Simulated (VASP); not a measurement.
The system is AgBr.

```
CELL_PARAMETERS angstrom
0.00000 2.89217 2.89217
2.89217 0.00000 2.89217
2.89217 2.89217 0.00000
ATOMIC_POSITIONS crystal
Ag 0.00000 0.00000 0.00000
Br 0.50000 0.50000 0.50000
```

* Program: VASP 6.6.1
* Task: relaxation of cell and atoms
* Functional: PBE
* Potentials or basis: VASP PAW PBE potentials, release 64 (Ag, Br)
* Cutoff: 500 eV
* k mesh: 8 × 8 × 8
* Occupations: gaussian, width 0.02 eV
* Spin: no spin polarisation

At the start: pressure 1.2 GPa; volume 24.19 Å³/atom.

Q: Where does the relaxation end?

A: Over 3 steps the energy falls by 2.5 meV/atom and the volume is 24.89 Å³/atom (+2.9 %); space group Fm-3m (No. 225, to 0.05 Å).

Step by step:
| step | energy change (eV) | largest force (eV/Å) | pressure (GPa) | volume (Å³) |
| --- | --- | --- | --- | --- |
| 1 | 0.0000 | 0.0000 | 1.18 | 48.38 |
| 2 | -0.0049 | 0.0000 | 0.11 | 49.64 |
| 3 | -0.0050 | 0.0000 | -0.01 | 49.78 |

Final structure:
```
Ag Br
1.0
     0.00000    2.91980    2.91980
     2.91980    0.00000    2.91980
     2.91980    2.91980    0.00000
Ag Br
1 1
Cartesian
  0.0000 0.0000 0.0000
  2.9198 2.9198 2.9198
```
